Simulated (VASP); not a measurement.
# TaSi7 (Fm-3m) in VASP: notebook, part 2 of 2

VASP 6.6.1. The steps go on from the part before.

## 4. Relaxation of cell and atoms, PBE

INCAR reads:

```
PREC = Accurate ; ENCUT = 600
EDIFF = 1E-6 ; ISMEAR = 0
SIGMA = 0.1 ; LREAL = False
LASPH = True ; NELM = 80
ALGO = Normal ; ISIF = 3
LWAVE = False ; LCHARG = False
GGA = PE ; IBRION = 2
NSW = 90 ; EDIFFG = -0.04
```

KPOINTS reads:

```
regular mesh
0
Gamma
  4 4 4
```

POSCAR reads:

```
TaSi7
1.0
    0.0000000000      4.1106028700      4.1106028700
    4.1106028700      0.0000000000      4.1106028700
    4.1106028700      4.1106028700      0.0000000000
Ta Si
1 7
Direct
    0.0000000000      0.0000000000      0.0000000000
    0.6950264300      0.3049735700      0.3049735700
    0.3049735700      0.6950264300      0.6950264300
    0.3049735700      0.6950264300      0.3049735700
    0.6950264300      0.3049735700      0.6950264300
    0.3049735700      0.3049735700      0.6950264300
    0.6950264300      0.6950264300      0.3049735700
    0.5000000000      0.5000000000      0.5000000000
```

Potentials or basis: VASP PAW PBE potentials, release 64 (Ta_pv, Si).

Run with:

```
cat potpaw_PBE.64/Ta_pv/POTCAR potpaw_PBE.64/Si/POTCAR > POTCAR
mpirun -np 1 vasp_std > vasp.out
```

OUTCAR:

```text
PREC = Accurate
   ENCUT = 600
   EDIFF = 1E-6
   ISMEAR = 0
   LREAL = False
   LASPH = True
   NELM = 80
   ISIF = 3
   GGA = PE
   IBRION = 2
   NSW = 90
   EDIFFG = -0.04

 ion  position               nearest neighbor table
   1  0.000  0.000  0.000-   2 2.51   3 2.51   4 2.51   5 2.51   6 2.51   7 2.51
   2  0.695  0.305  0.305-   8 1.60   5 2.27   6 2.27   7 2.27   4 2.27   1 2.51
   3  0.305  0.695  0.695-   8 1.60   5 2.27   6 2.27   7 2.27   4 2.27   1 2.51
   4  0.305  0.695  0.305-   8 1.60   3 2.27   6 2.27   7 2.27   2 2.27   1 2.51
   5  0.695  0.305  0.695-   8 1.60   3 2.27   6 2.27   7 2.27   2 2.27   1 2.51
   6  0.305  0.305  0.695-   8 1.60   3 2.27   4 2.27   5 2.27   2 2.27   1 2.51
   7  0.695  0.695  0.305-   8 1.60   3 2.27   4 2.27   5 2.27   2 2.27   1 2.51
   8  0.500  0.500  0.500-   2 1.60   3 1.60   4 1.60   5 1.60   6 1.60   7 1.60

  LATTYP: Found a face centered cubic cell.
 ALAT       =     8.2212057400

  Lattice vectors:

 A1 = (   0.0000000000,   4.1106028700,   4.1106028700)
 A2 = (   4.1106028700,   0.0000000000,   4.1106028700)
 A3 = (   4.1106028700,   4.1106028700,   0.0000000000)

Analysis of symmetry for initial positions (statically):
=====================================================================
 Subroutine PRICEL returns:
[... 161 lines left out ...]

 Free energy of the ion-electron system (eV)
  ---------------------------------------------------
  ext. energy  EPLUGINS =         0.00000000
  ---------------------------------------------------
  free energy    TOTEN  =        -2.53382187 eV

  energy without entropy =       -2.51520774  energy(sigma->0) =       -2.52451480

------------------------ aborting loop because EDIFF is reached ----------------------------------------

  FORCE on cell =-STRESS in cart. coord.  units (eV):
  Direction    XX          YY          ZZ          XY          YZ          ZX
  --------------------------------------------------------------------------------------
  -------------------------------------------------------------------------------------
  Total       94.1625865     94.1625865     94.1625865     -0.0000000      0.0000000     -0.0000000
  in kB     1086.0314518   1086.0314518   1086.0314518     -0.0000000      0.0000000     -0.0000000
  external PRESSURE =    1086.0314518 kB  Pullay stress =       0.0000000 kB
[... 556 lines left out ...]
     23       5.9408      0.00000
     24       6.6109      0.00000

[... ionic steps 4 to 13 ...]

--------------------------------------- Ionic step       14  -------------------------------------------

 number of electron      38.9999998 magnetization

------------------------ aborting loop because EDIFF is reached ----------------------------------------
[... 79 lines left out ...]
--------------------------------------- Ionic step       16  -------------------------------------------

 number of electron      38.9999999 magnetization

 Free energy of the ion-electron system (eV)
  ---------------------------------------------------
  ext. energy  EPLUGINS =         0.00000000
  ---------------------------------------------------
  free energy    TOTEN  =       -41.19900697 eV

  energy without entropy =      -41.16593635  energy(sigma->0) =      -41.18247166

 E-fermi :   3.0334     XC(G=0):  -8.2996

 val. band max:        2.9230266313   @ k =   0.2500   0.2500   0.0000
 cond. band min:       3.0560894646   @ k =  -0.2500   0.5000   0.2500
 fundamental gap:      0.1330628333
 Fermi energy:         3.0334079770
[... 249 lines left out ...]
  FREE ENERGIE OF THE ION-ELECTRON SYSTEM (eV)
  ---------------------------------------------------
  free  energy   TOTEN  =       -41.1990069678 eV

  energy  without entropy=      -41.1659363483  energy(sigma->0) =      -41.18247166

 reached required accuracy - stopping structural energy minimisation
```

OSZICAR:

```text
N       E                     dE             d eps       ncg     rms          rms(c)
DAV:   1     0.275928313005E+03    0.27593E+03   -0.19279E+04   392   0.157E+03
DAV:   2    -0.232822029891E+01   -0.27826E+03   -0.27412E+03   488   0.312E+02
DAV:   3    -0.208616292228E+02   -0.18533E+02   -0.18220E+02   552   0.712E+01
[... 267 lines left out ...]
DAV:   5    -0.411990389863E+02    0.11192E-03   -0.10286E-03   560   0.148E-01    0.523E-02
DAV:   6    -0.411990160215E+02    0.22965E-04   -0.49335E-04   456   0.870E-02    0.326E-02
DAV:   7    -0.411990068362E+02    0.91853E-05   -0.91141E-05   488   0.406E-02    0.175E-02
DAV:   8    -0.411990062221E+02    0.61412E-06   -0.11772E-05   464   0.161E-02    0.289E-03
DAV:   9    -0.411990069678E+02   -0.74567E-06   -0.13299E-06   296   0.572E-03
  16 F= -.41199007E+02 E0= -.41182472E+02  d E =-.185693E-01
```

It took 6.3 min on 1 thread of Intel Xeon 6975P-C (Granite Rapids), shared host; peak memory 0.35 GiB.

What came out:

| Item | Value |
| --- | --- |
| Free energy | -41.1990 eV |
| Relaxed volume | 27.28 Å³/atom |
| Relaxed cell | a = 6.758 Å, b = 6.758 Å, c = 6.758 Å, α = 60.00°, β = 60.00°, γ = 60.00° |
| Space group after relaxing (to 0.05 Å) | Fm-3m (No. 225) |
| Energy gained by relaxing | 4833.1 meV/atom |
| Ionic steps | 16 |
| Pressure after relaxing | -0.2 GPa |
| Largest force after relaxing | 0.036 eV/Å |

Forces in eV/Å, atoms in the order of the input:
```
Ta   0.000  0.000  0.000
Si  -0.036  0.000  0.000
Si   0.036  0.000  0.000
Si   0.000 -0.036  0.000
Si   0.000  0.036  0.000
Si   0.000  0.000 -0.036
Si   0.000  0.000  0.036
Si   0.000  0.000  0.000
```

Step by step:
```tsv
step	energy change (eV)	largest force (eV/Å)	pressure (GPa)	volume (Å³)
1	0.0000	30.5116	108.60	138.91
2	36.5242	44.6047	41.85	535.36
3	-3.3296	22.0805	29.93	395.09
4	-12.3543	17.0534	26.03	348.64
5	-27.9911	9.5694	20.58	225.76
6	-32.7712	6.6562	24.59	178.84
7	-32.7775	4.3176	34.10	158.68
8	-32.9654	5.9002	27.57	170.93
9	-36.7471	0.2986	-8.27	278.41
10	-38.4090	0.8522	-1.76	229.66
11	-38.4126	0.9160	-1.39	228.06
12	-38.4121	0.9676	-1.08	226.81
13	-38.5917	0.6170	-0.07	219.92
14	-38.6461	0.1873	1.18	213.49
15	-38.6466	0.2301	1.05	214.06
16	-38.6652	0.0355	-0.17	218.26
```

Final structure:
```xyz
8
Lattice="0.0000 4.7788 4.7788 4.7788 0.0000 4.7788 4.7788 4.7788 0.0000" Properties=species:S:1:pos:R:3 pbc="T T T"
Ta    0.0000    0.0000    0.0000
Si    2.4693    4.7788    4.7788
Si    7.0883    4.7788    4.7788
Si    4.7788    2.4693    4.7788
Si    4.7788    7.0883    4.7788
Si    4.7788    4.7788    2.4693
Si    4.7788    4.7788    7.0883
Si    4.7788    4.7788    4.7788
```

Caveat: the volume moved by over 15 % at a fixed basis, so the end points are rough; spin-orbit coupling is left out, which moves the levels of the heavy elements.

## 5. Single point, PBE

This run uses another cell than the first one, of 27.10 Å³/atom, 1.561 times its volume.

INCAR reads:

```
SYSTEM = TaSi7
PREC     = Accurate       ! precision mode
ENCUT    = 520            ! plane-wave cutoff, eV
EDIFF    = 1E-6           ! SCF threshold, eV
ISMEAR   = 0              ! smearing method
SIGMA    = 0.1            ! smearing width, eV
LREAL    = .FALSE.        ! projectors in reciprocal space
LASPH    = .TRUE.         ! aspherical terms in the spheres
NELM     = 60             ! most SCF steps
ALGO     = Normal         ! electronic algorithm
ISIF     = 2              ! what is computed and relaxed
LWAVE    = .FALSE.        ! write WAVECAR
LCHARG   = .FALSE.        ! write CHGCAR
GGA      = PE             ! functional
NBANDS   = 30             ! bands
```

KPOINTS reads:

```
regular mesh
0
G
  8 8 8
  0 0 0
```

POSCAR reads:

```
TaSi7
1.0
    0.0000000000      4.7682535412      4.7682535412
    4.7682535412      0.0000000000      4.7682535412
    4.7682535412      4.7682535412      0.0000000000
Ta Si
1 7
Direct
    0.0000000000      0.0000000000      0.0000000000
    0.7416228880      0.2583771120      0.2583771120
    0.2583771120      0.7416228880      0.7416228880
    0.2583771120      0.7416228880      0.2583771120
    0.7416228880      0.2583771120      0.7416228880
    0.2583771120      0.2583771120      0.7416228880
    0.7416228880      0.7416228880      0.2583771120
    0.5000000000      0.5000000000      0.5000000000
```

Run with:

```
cat potpaw_PBE.64/Ta_pv/POTCAR potpaw_PBE.64/Si/POTCAR > POTCAR
mpirun -np 1 vasp_std > vasp.out
```

Wall time 1.9 min (1 thread of Intel Xeon 6975P-C (Granite Rapids), shared host); peak memory 0.43 GiB.

It converged, with:

| Quantity | Value |
| --- | --- |
| Free energy | -41.3444 eV |
| Pressure | 0.0 GPa |
| Largest force | 0.019 eV/Å |

Forces on the atoms (eV/Å):
```
Ta   0.000  0.000  0.000
Si   0.019  0.000  0.000
Si  -0.019  0.000  0.000
Si   0.000  0.019  0.000
Si   0.000 -0.019  0.000
Si   0.000  0.000  0.019
Si   0.000  0.000 -0.019
Si   0.000  0.000  0.000
```

Levels at points of the mesh, in eV from the Fermi level:
```tsv
k point	band 16	band 17	band 18	band 19	band 20	band 21	band 22	band 23	band 24	band 25
(0.00, 0.00, 0.00)	-2.88	-0.59	-0.59	0.78	1.28	1.28	1.28	1.97	1.97	1.97
(0.50, 0.00, 0.00)	-1.73	-1.26	-1.26	-1.12	0.46	0.46	2.72	2.72	2.79	2.84
(0.50, 0.50, 0.00)	-1.37	-1.08	-0.61	-0.37	-0.37	0.55	0.71	0.82	0.82	1.26
```

Caveat: spin-orbit coupling is left out, which moves the levels of the heavy elements.

## 6. Overview

```csv
task,cell,k mesh,cutoff (eV),gap on the mesh (eV),pressure (GPa),largest force (eV/Å)
single point,"a = 5.813 Å, angles 60.0°, 8 atoms",4 × 4 × 4,520,none,108.6,30.51
single point,"a = 6.752 Å, angles 60.0°, 8 atoms",4 × 4 × 4,520,none,0.0,0.02
relaxation of cell and atoms,"relaxed from a = 5.813 Å, angles 60.0°, 8 atoms",4 × 4 × 4,600,none,-0.2,0.04
single point,"a = 6.743 Å, angles 60.0°, 8 atoms",8 × 8 × 8,520,none,0.0,0.02
```

Alike in all rows: level PBE; potentials or basis VASP PAW PBE potentials, release 64 (Ta_pv, Si); no spin polarisation; smearing gaussian 0.1 eV.

Caveats: spin-orbit coupling is left out, which moves the levels of the heavy elements; forces of over 1 eV/Å act on the atoms, so gaps and moduli don't describe the material at rest (some runs); the volume moved by over 15 % at a fixed basis, so the end points are rough (some runs).

Total energies depend on the potentials used, so only differences within one code and one set of settings carry meaning.
